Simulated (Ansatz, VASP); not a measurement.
One calculation of Pt, two programs

```
Pt
1.0
     0.00000    2.73141    2.73141
     2.73141    0.00000    2.73141
     2.73141    2.73141    0.00000
Pt
2
Direct
  0.12500 0.12500 0.12500
  0.87500 0.87500 0.87500
```

Alike in both runs: task relaxation of cell and atoms; functional revPBE; k mesh 10 × 10 × 10; occupations fermi-dirac, width 0.1 eV; no spin polarisation.

```csv
,VASP,Ansatz
version,VASP 6.6.1,Ansatz 0.2.0
potentials or method,"VASP PAW PBE potentials, release 64 (Pt), cutoff 600 eV","plane waves (420 eV) with PAW, scalar-relativistic"
valence electrons in the cell,20,36
```

|  | VASP | Ansatz | Ansatz less VASP |
| --- | --- | --- | --- |
| relaxed volume (Å³/atom) | 24.50 | 24.58 | +0.084 |
| relaxed cell length with the largest relative difference (Å) | 4.107 | 4.112 | +0.0047 |

VASP's potentials were made for PBE, not for revPBE. VASP's potentials hold 20 valence electrons a cell and Ansatz's 36, so a difference there can come from the potentials and not from the codes.

Neither program's run includes spin-orbit coupling. Noted on VASP's run: the volume moved by over 15 % at a fixed basis, so the end points are rough.
